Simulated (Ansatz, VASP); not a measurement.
## One calculation of HfO2, two programs

Contents of INCAR:

```
SYSTEM = HfO2
PREC = Accurate
ENCUT = 600
EDIFF = 1E-6
ISMEAR = -1
SIGMA = 0.05
LREAL = .FALSE.
LASPH = .TRUE.
NELM = 150
ALGO = Normal
ISIF = 3
LWAVE = .FALSE.
LCHARG = .FALSE.
LMAXMIX = 4
LDAU = .TRUE.
LDAUTYPE = 2
LDAUL = 2 -1
LDAUU = 1 0
LDAUJ = 0 0
LDAUPRINT = 1
GGA = PE
IBRION = 2
NSW = 60
EDIFFG = -0.01
```

KPOINTS

```
regular mesh
0
G
  9 9 9
  0 0 0
```

POSCAR

```
HfO2
1.0
    0.0000000000      2.5575000000      2.5575000000
    2.5575000000      0.0000000000      2.5575000000
    2.5575000000      2.5575000000      0.0000000000
Hf O
1 2
Direct
    0.0000000000      0.0000000000      0.0000000000
    0.7500000000      0.7500000000      0.7500000000
    0.2500000000      0.2500000000      0.2500000000
```

The input input.yaml:

```yaml
crystal:
  lattice:
    - [0.0, 2.5575, 2.5575]
    - [2.5575, 0.0, 2.5575]
    - [2.5575, 2.5575, 0.0]
  atoms:
    - { symbol: Hf, position: [0.0, 0.0, 0.0] }
    - { symbol: O, position: [0.75, 0.75, 0.75] }
    - { symbol: O, position: [0.25, 0.25, 0.25] }
hamiltonian:
  xc: pbe
  pseudopotentials: { kind: paw }
  hubbard: { sites: [{ species: Hf, l: d, u_eff: 1.0 }] }
kpoints:
  mp_grid: { grid: [9, 9, 9] }
scf:
  occupations: { method: fermi_dirac, width: 0.05 }
output:
  forces: true
  stress: true
  eigenvalues: true
relax:
  f_tol: 0.01
  max_steps: 40
  cell: { stress_tol: 0.05 }
```

Alike in both runs: task relaxation of cell and atoms; functional PBE; k mesh 9 × 9 × 9; occupations fermi-dirac, width 0.05 eV; no spin polarisation; Hubbard terms Hf d U = 1.0 eV.

|  | VASP | Ansatz |
| --- | --- | --- |
| version | VASP 6.6.1 | Ansatz 0.2.0 |
| potentials or method | VASP PAW PBE potentials, release 64 (Hf_pv, O) | Ansatz PAW |
| plane-wave cutoff (eV) | 600 | 420 |
| valence electrons in the cell | 22 | 38 |

|  | VASP | Ansatz | Ansatz less VASP |
| --- | --- | --- | --- |
| gap on the k mesh at the Fermi level, each at its own relaxed structure (eV) | 4.01 | 4.00 | -0.004 |
| relaxed volume (Å³/atom) | 10.99 | 11.10 | +0.117 |
| relaxed cell length with the largest relative difference (Å) | 3.599 | 3.611 | +0.0127 |

The programs project onto different local orbitals, so the same U acts differently, and such runs can settle in different states. VASP's potentials hold 22 valence electrons a cell and Ansatz's 38, so a difference there can come from the potentials and not from the codes.

Spin-orbit coupling is off throughout. Noted on Ansatz's run: odd divisions of the mesh miss points on the zone boundary, where band edges often lie, so the gap on the mesh can be too wide; the plane-wave basis is chosen anew once the cell has moved, so the energies of steps on either side of that aren't comparable.
